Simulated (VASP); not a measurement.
Crystal: NaS3.

```
CELL_PARAMETERS angstrom
4.92093 0.00000 0.00000
-2.46046 4.26165 0.00000
0.00000 0.00000 4.73000
ATOMIC_POSITIONS crystal
Na 0.00000 0.00000 0.50000
S 0.50000 0.00000 0.50000
S 0.00000 0.50000 0.50000
S 0.50000 0.50000 0.50000
```

The cell was generated, and may not be a known phase.

```yaml
Program: VASP 6.6.1
Task: relaxation of cell and atoms
Functional: PBE
Potentials_or_basis: VASP PAW PBE potentials, release 64 (Na_pv, S)
Cutoff: 600 eV
k_mesh: 6 × 6 × 4
Occupations: gaussian, width 0.1 eV
Spin: no spin polarisation
```

At the start: pressure 7.7 GPa; volume 24.80 Å³/atom.

Problem. How do energy, volume and symmetry change on relaxing?

Solution. Over 3 steps the energy falls by 96.1 meV/atom and the volume is 27.86 Å³/atom (+12.3 %); space group P6/mmm (No. 191, to 0.1 Å) before and after.

Step by step:
```csv
step,energy change (eV),largest force (eV/Å),pressure (GPa),volume (Å³)
1,0.0000,0.0000,7.73,99.19
2,-0.3314,0.0000,-1.94,117.13
3,-0.3845,0.0000,0.04,111.44
```

Final structure:
```
CELL_PARAMETERS angstrom
5.21318 0.00000 0.00000
-2.60659 4.51474 0.00000
0.00000 0.00000 4.73485
ATOMIC_POSITIONS crystal
Na 0.00000 0.00000 0.50000
S 0.50000 0.00000 0.50000
S 0.00000 0.50000 0.50000
S 0.50000 0.50000 0.50000
```

Caveat: an odd number of electrons without spin polarisation forces a metal; a magnetic or distorted state may lie lower.
